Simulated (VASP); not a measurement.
A run of VASP 6.6.1:

File INCAR:

```
SYSTEM = Ti
ALGO     = Fast           ! electronic algorithm
EDIFF    = 1E-6           ! SCF threshold, eV
ENCUT    = 520            ! plane-wave cutoff, eV
ISIF     = 2              ! what is computed and relaxed
ISMEAR   = -1             ! smearing method
LASPH    = .True.         ! aspherical terms in the spheres
LCHARG   = .False.        ! write CHGCAR
LREAL    = .False.        ! projectors in reciprocal space
LWAVE    = .False.        ! write WAVECAR
NBANDS   = 19             ! bands
NELM     = 60             ! most SCF steps
PREC     = Accurate       ! precision mode
SIGMA    = 0.15           ! smearing width, eV
```

The input KPOINTS:

```
k-points
0
Gamma
  15 15 8
  0 0 0
```

POSCAR

```
Ti
1.0
    2.8647363023      0.0000000000      0.0000000000
   -1.4323681512      2.4809344130      0.0000000000
    0.0000000000      0.0000000000      4.5458635529
Ti
2
Direct
    0.3333333333      0.6666666667      0.2500000000
    0.6666666667      0.3333333333      0.7500000000
```

Potentials or basis: VASP PAW LDA potentials, release 64 (Ti_sv).

The run is started by

```console
$ cat potpaw_LDA.64/Ti_sv/POTCAR > POTCAR
$ mpirun -np 1 vasp_std > vasp.out
```

Hardware: 1 thread of Intel Xeon 8259CL, on a shared host.

How long does it take, and how much memory?

Run time: 5.4 min on 1 thread of Intel Xeon 8259CL, with other jobs on the host, peak memory 0.19 GiB. Counts: scf iterations 35, k points 135.
